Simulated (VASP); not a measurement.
Runs of VASP 6.6.1 on P2Se2O. The structure is that of space group P6/mmm (No. 191), or close to it. The cells are those of the table. 

```csv
task,cell,k mesh,cutoff (eV),gap on the mesh (eV),pressure (GPa),relaxed volume (Å³/atom),largest force (eV/Å)
single point,"a = 3.935, b = 3.935, c = 7.492 Å, angles 90.0, 90.0, 120.0°, 5 atoms",6 × 6 × 4,520,none,-0.1,-,0.07
relaxation of cell and atoms,"relaxed from a = 3.935, b = 3.935, c = 7.492 Å, angles 90.0, 90.0, 120.0°, 5 atoms",12 × 12 × 6,600,none,0.0,(b),0.01
single point,"a = 4.354, b = 4.354, c = 7.075 Å, angles 90.0, 90.0, 120.0°, 5 atoms",6 × 6 × 4,520,none,-6.1,-,0.66
relaxation of cell and atoms,"relaxed from a = 4.354, b = 4.354, c = 7.075 Å, angles 90.0, 90.0, 120.0°, 5 atoms",6 × 6 × 4,600,none,0.0,20.02,0.02
single point,"a = 3.944, b = 3.944, c = 7.486 Å, angles 90.0, 90.0, 120.0°, 5 atoms",12 × 12 × 6,520,none,0.0,-,(a)
```

Alike in all rows: level PBE+D3(BJ); potentials or basis VASP PAW PBE potentials, release 64 (P, Se, O); no spin polarisation; smearing gaussian 0.1 eV.

Estimate the missing entries.

(a) 0.04; (b) 20.13.

Caveats: pairwise dispersion overbinds metals, which lowers pressure and volume.

A k mesh can miss the band edges, and the runs leave out spin-orbit coupling on Se.

A gap of «none» marks levels without a gap at the run's occupations.
